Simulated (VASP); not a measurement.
# IrRh2 (P6_3/mmc) in VASP: single point with PBE

Aim: the single point of IrRh2 with PBE.

All numbers are computed with VASP 6.6.1; they aren't measurements. Logs are shortened: lines on timing, memory, paths and dates and some standing lists are left out, and cuts for length are marked.

## 1. The cell of the first run

The structure is hexagonal, space group P6_3/mmc (No. 194). The conventional cell has a = 2.732 Å, b = 2.732 Å, c = 13.224 Å, α = 90.00°, β = 90.00°, γ = 120.00°. Within 3.6 Å of Ir (site symmetry -6m2) lie 6 Rh at 2.70 Å and 6 Ir at 2.73 Å. Rh (site symmetry 3m) has 3 Ir at 2.70 Å and 9 Rh at 2.73 Å within 3.6 Å.

## 2. Single point, PBE

The input, INCAR:

```
PREC = Accurate
ENCUT = 520
EDIFF = 1E-7
ISMEAR = 0
SIGMA = 0.1
LREAL = False
LASPH = True
NELM = 100
ALGO = Fast
ISIF = 2
LWAVE = False
LCHARG = True
GGA = PE
LELF = True
LVHAR = True
NBANDS = 48
```

The input, KPOINTS:

```
Automatic mesh
0
Gamma
  18 18 4
```

The input, POSCAR:

```
IrRh2
1.0
    2.7318740460      0.0000000000      0.0000000000
   -1.3659370230      2.3658723237      0.0000000000
    0.0000000000      0.0000000000     13.2235244925
Ir Rh
2 4
Direct
    0.3333333333      0.6666666667      0.2500000000
    0.6666666667      0.3333333333      0.7500000000
    0.3333333333      0.6666666667      0.9159650843
    0.3333333333      0.6666666667      0.5840349157
    0.6666666667      0.3333333333      0.0840349157
    0.6666666667      0.3333333333      0.4159650843
```

Potentials or basis: VASP PAW PBE potentials, release 64 (Ir, Rh_pv).

Started as:

```
$ cat potpaw_PBE.64/Ir/POTCAR potpaw_PBE.64/Rh_pv/POTCAR > POTCAR
$ mpirun -np 1 vasp_std > vasp.out
```

OUTCAR:

```text
PREC = Accurate
   ENCUT = 520
   EDIFF = 1E-7
   ISMEAR = 0
   LREAL = False
   LASPH = True
   NELM = 100
   ISIF = 2
   GGA = PE

 ion  position               nearest neighbor table
   1  0.333  0.667  0.250-   5 2.70   6 2.70   5 2.70   6 2.70   5 2.70   6 2.70
   2  0.667  0.333  0.750-   3 2.70   4 2.70   3 2.70   4 2.70   3 2.70   4 2.70
   3  0.333  0.667  0.916-   2 2.70   2 2.70   2 2.70   5 2.73   5 2.73   5 2.73
   4  0.333  0.667  0.584-   2 2.70   2 2.70   2 2.70   6 2.73   6 2.73   6 2.73
   5  0.667  0.333  0.084-   1 2.70   1 2.70   1 2.70   3 2.73   3 2.73   3 2.73
   6  0.667  0.333  0.416-   1 2.70   1 2.70   1 2.70   4 2.73   4 2.73   4 2.73

  LATTYP: Found a hexagonal cell.
 ALAT       =     2.7318740460
 C/A-ratio  =     4.8404590658

  Lattice vectors:

 A1 = (   2.7318740460,   0.0000000000,   0.0000000000)
 A2 = (  -1.3659370230,   2.3658723237,   0.0000000000)
 A3 = (   0.0000000000,   0.0000000000,  13.2235244925)

Analysis of symmetry for initial positions (statically):
=====================================================================
 Subroutine PRICEL returns:
 Original cell was already a primitive cell.

 Routine SETGRP: Setting up the symmetry group for a
 hexagonal supercell.

 Subroutine GETGRP returns: Found 24 space group operations
 (whereof 12 operations were pure point group operations)
 out of a pool of 24 trial point group operations.

The static configuration has the point symmetry D_3d.
 The point group associated with its full space group is D_6h.

Analysis of symmetry for dynamics (positions and initial velocities):
=====================================================================
 Subroutine PRICEL returns:
 Original cell was already a primitive cell.

 Routine SETGRP: Setting up the symmetry group for a
 hexagonal supercell.

 Subroutine GETGRP returns: Found 24 space group operations
 (whereof 12 operations were pure point group operations)
 out of a pool of 24 trial point group operations.

The dynamic configuration has the point symmetry D_3d.
 The point group associated with its full space group is D_6h.

 Subroutine INISYM returns: Found 24 space group operations
 (whereof 12 operations are pure point group operations),
 and found     1 'primitive' translations

----------------------------------------------------------------------------------------

                                     Primitive cell

  volume of cell :      85.4671

  direct lattice vectors                    reciprocal lattice vectors
     2.731874046  0.000000000  0.000000000     0.366049087  0.211338539  0.000000000
    -1.365937023  2.365872324  0.000000000     0.000000000  0.422677078  0.000000000
     0.000000000  0.000000000 13.223524492     0.000000000  0.000000000  0.075622804

  length of vectors
     2.731874046  2.731874046 13.223524492     0.422677078  0.422677078  0.075622804

  position of ions in fractional coordinates (direct lattice)
     0.333333333  0.666666667  0.250000000
     0.666666667  0.333333333  0.750000000
     0.333333333  0.666666667  0.915965084
     0.333333333  0.666666667  0.584034916
     0.666666667  0.333333333  0.084034916
     0.666666667  0.333333333  0.415965084

  ion indices of the primitive-cell ions
   primitive index   ion index
                 1           1
                 2           2
                 3           3
                 4           4
                 5           5
                 6           6

----------------------------------------------------------------------------------------

 KPOINTS: Automatic mesh

Automatic generation of k-mesh.
 Grid dimensions read from file:
 generate k-points for:   18   18    4

 Generating k-lattice:

  Cartesian coordinates                     Fractional coordinates (reciprocal lattice)
     0.020336060  0.011741030  0.000000000     0.055555556  0.000000000  0.000000000
     0.000000000  0.023482060  0.000000000     0.000000000  0.055555556  0.000000000
     0.000000000  0.000000000  0.018905701     0.000000000  0.000000000  0.250000000

  Length of vectors
     0.023482060  0.023482060  0.018905701

  Shift w.r.t. Gamma in fractional coordinates (k-lattice)
     0.000000000  0.000000000  0.000000000

 Subroutine IBZKPT returns following result:
 ===========================================

 Found    111 irreducible k-points:

 Following reciprocal coordinates:
            Coordinates               Weight
  0.000000  0.000000  0.000000      1.000000
  0.055556 -0.000000  0.000000      6.000000
  0.111111 -0.000000  0.000000      6.000000
  0.166667 -0.000000  0.000000      6.000000
  0.222222 -0.000000  0.000000      6.000000
  0.277778 -0.000000  0.000000      6.000000
[... 16 lines left out ...]
  0.333333  0.111111  0.000000     12.000000
  0.388889  0.111111  0.000000     12.000000
 [... further k-points ...]
   k-points           NKPTS =    111   k-points in BZ     NKDIM =    111   number of bands    NBANDS=     48
   number of dos      NEDOS =    301   number of ions     NIONS =      6
   total plane-waves  NPLWV =  39200
   dimension x,y,z NGX =    20 NGY =   20 NGZ =   98
   dimension x,y,z NGXF=    40 NGYF=   40 NGZF=  196
   ions per type =               2   4
   NGX,Y,Z   is equivalent  to a cutoff of  12.17, 12.17, 12.32 a.u.
   NGXF,Y,Z  is equivalent  to a cutoff of  24.34, 24.34, 24.64 a.u.
 SYSTEM =  unknown system
   PREC   = accura    normal or accurate (medium, high low for compatibility)
   ISTART =      0    job   : 0-new  1-cont  2-samecut
   ICHARG =      2    charge: 1-file 2-atom 10-const
   ISPIN  =      1    spin polarized calculation?
   LNONCOLLINEAR =      F non collinear calculations
   LSORBIT =      F    spin-orbit coupling
   LASPH  =      T    aspherical Exc in radial PAW
   ENCUT  =  520.0 eV  38.22 Ry    6.18 a.u.   5.08  5.08 24.59*2*pi/ulx,y,z
   NELM   =    100;   NELMIN=  2; NELMDL= -5     # of ELM steps
   EDIFF  = 0.1E-06   stopping-criterion for ELM
   LREAL  =      F    real-space projection
   EDIFFG = 0.1E-05   stopping-criterion for IOM
   NSW    =      0    number of steps for IOM
   IBRION =     -1    ionic relax: 0-MD 1-quasi-New 2-CG
   NFREE  =      0    steps in history (QN), initial steepest desc. (CG)
   ISIF   =      2    stress and relaxation
   ISYM   =      2    0-nonsym 1-usesym 2-fastsym
   POTIM  = 0.5000    time-step for ionic-motion
   TEBEG  =    0.0;   TEEND  =   0.0 temperature during run
   PSTRESS=    0.0 pullay stress
   NELECT =      78.0000    total number of electrons
   NUPDOWN=      -1.0000    fix difference up-down
   EMIN   =  10.00;   EMAX   =-10.00  energy-range for DOS
   EFERMI =   0.00;   METHOD = LEGACY
   ISMEAR =     0;   SIGMA  =   0.10  broadening in eV -4-tet -1-fermi 0-gaus
   EFERMI_NEDOS =   21; number of points for ismear=-14 and -15
   IALGO  =     68    algorithm
   IMIX   =      4    mixing-type and parameters
     AMIX     =   0.40;   BMIX     =  1.00
     AMIX_MAG =   1.60;   BMIX_MAG =  1.00
  volume/ion in A,a.u.               =      14.24        96.13
  Fermi-wavevector in a.u.,A,eV,Ry     =   1.587961  3.000812 34.308746  2.521622
  Thomas-Fermi vector in A             =   2.687038
   LORBIT       =      0    0 simple, 1 ext, 2 COOP (PROOUT), +10 PAW based schemes
   GGA     = PE    functional components
   LHFCALC =     F    Hartree Fock is set to
   AEXX    =    0.0000 exact exchange contribution
   IVDW    =     0    specifies the selected vdW correction
   LEPSILON=     F    determine dielectric tensor
   LRPA    =     F    only Hartree local field effects (RPA)
 non-spin polarized calculation
 RMM-DIIS sequential band-by-band and
 Gauss-broadening in eV      SIGMA  =   0.10
  energy-cutoff  :      520.00
  volume of cell :       85.47
 maximum number of plane-waves:      2340
   NGX = 11   NGY = 11   NGZ = 49

 number of electron      78.0000003 magnetization

 Free energy of the ion-electron system (eV)
  ---------------------------------------------------
  ext. energy  EPLUGINS =         0.00000000
  ---------------------------------------------------
  free energy    TOTEN  =       -46.59132453 eV

  energy without entropy =      -46.55133254  energy(sigma->0) =      -46.57132853

 E-fermi :  11.0128     XC(G=0): -13.8547

 val. band max:       11.0106165197   @ k =   0.3333   0.1667   0.5000
 cond. band min:      11.0155093983   @ k =   0.3889   0.1667   0.2500
 fundamental gap:      0.0048928787
 Fermi energy:        11.0128443447

 k-point     1 :       0.0000    0.0000    0.0000
  band No.  band energies     occupation
      1     -35.9644      2.00000
      2     -35.9592      2.00000
      3     -35.6483      2.00000
      4     -35.6429      2.00000
      5     -35.5037      2.00000
      6     -35.5037      2.00000
[... 40 lines left out ...]
     47      11.2244      0.00278
     48      11.3132      0.00002

 k-point     2 :       0.0556   -0.0000    0.0000
  band No.  band energies     occupation
      1     -35.9607      2.00000
      2     -35.9557      2.00000
      3     -35.6504      2.00000
      4     -35.6451      2.00000
      5     -35.5163      2.00000
      6     -35.5161      2.00000
[... 40 lines left out ...]
     47      11.3789      0.00000
     48      12.4415      0.00000

 k-point     3 :       0.1111   -0.0000    0.0000
  band No.  band energies     occupation
      1     -35.9500      2.00000
      2     -35.9457      2.00000
      3     -35.6589      2.00000
      4     -35.6540      2.00000
      5     -35.5500      2.00000
      6     -35.5499      2.00000
[... 40 lines left out ...]
     47      11.8917      0.00000
     48      13.7017      0.00000

 k-point     4 :       0.1667   -0.0000    0.0000
  band No.  band energies     occupation
      1     -35.9339      2.00000
      2     -35.9307      2.00000
      3     -35.6842      2.00000
      4     -35.6802      2.00000
      5     -35.5910      2.00000
      6     -35.5908      2.00000
[... 958 lines left out ...]
     47      14.6232      0.00000
     48      19.1714      0.00000

 k-point    23 :       0.3333    0.1111    0.0000
  band No.  band energies     occupation
      1     -35.9419      2.00000
      2     -35.9410      2.00000
      3     -35.9191      2.00000
      4     -35.9188      2.00000
      5     -35.7617      2.00000
      6     -35.7606      2.00000
[... 40 lines left out ...]
     47      15.1894      0.00000
     48      18.7110      0.00000

 k-point    24 :       0.3889    0.1111    0.0000
  band No.  band energies     occupation
      1     -35.9739      2.00000
      2     -35.9723      2.00000
      3     -35.9450      2.00000
      4     -35.9449      2.00000
      5     -35.7505      2.00000
      6     -35.7500      2.00000
[... 40 lines left out ...]
     47      15.4836      0.00000
     48      17.0389      0.00000

 [... further k-points ...]
[... 5 lines left out ...]
  --------------------------------------------------------------------------------------
  -------------------------------------------------------------------------------------
  Total        0.1006836      0.1006836      0.1053518     -0.0000000      0.0000000      0.0000000
  in kB        1.8874275      1.8874275      1.9749380     -0.0000000      0.0000000      0.0000000
  external PRESSURE =       1.9165977 kB  Pullay stress =       0.0000000 kB

 VOLUME and BASIS-vectors are now :
 -----------------------------------------------------------------------------
  energy-cutoff  :      520.00
  volume of cell :       85.47
      direct lattice vectors                 reciprocal lattice vectors
     2.731874046  0.000000000  0.000000000     0.366049087  0.211338539  0.000000000
    -1.365937023  2.365872324  0.000000000     0.000000000  0.422677078  0.000000000
     0.000000000  0.000000000 13.223524492     0.000000000  0.000000000  0.075622804

 POSITION                                       TOTAL-FORCE (eV/Angst)
 -----------------------------------------------------------------------------------
     -0.00000      1.57725      3.30588         0.000000     -0.000000      0.000000
      1.36594      0.78862      9.91764         0.000000     -0.000000      0.000000
     -0.00000      1.57725     12.11229        -0.000000      0.000000      0.023291
     -0.00000      1.57725      7.72300        -0.000000      0.000000     -0.023291
      1.36594      0.78862      1.11124         0.000000     -0.000000     -0.023291
      1.36594      0.78862      5.50052        -0.000000     -0.000000      0.023291
 -----------------------------------------------------------------------------------
    total drift:                               -0.000000      0.000000     -0.000000

  FREE ENERGIE OF THE ION-ELECTRON SYSTEM (eV)
  ---------------------------------------------------
  free  energy   TOTEN  =       -46.5913245253 eV

  energy  without entropy=      -46.5513325370  energy(sigma->0) =      -46.57132853
```

Run time: 4.5 min. Hardware: 1 thread of Intel Xeon 6975P-C (Granite Rapids), shared host; peak memory 0.45 GiB.

Results:

```
Free energy            : -46.5913 eV
Pressure               : 0.2 GPa
Largest force          : 0.023 eV/Å
Band gap on the k mesh : zero (band 39 reaches 11.64 eV, above the bottom of band 40 at 9.42 eV)
```

Forces in eV/Å, atoms in the order of the input:
```
Ir   0.000  0.000  0.000
Ir   0.000  0.000  0.000
Rh   0.000  0.000  0.023
Rh   0.000  0.000 -0.023
Rh   0.000  0.000 -0.023
Rh   0.000  0.000  0.023
```

Caveat: spin-orbit coupling is left out, which moves the levels of the heavy elements.
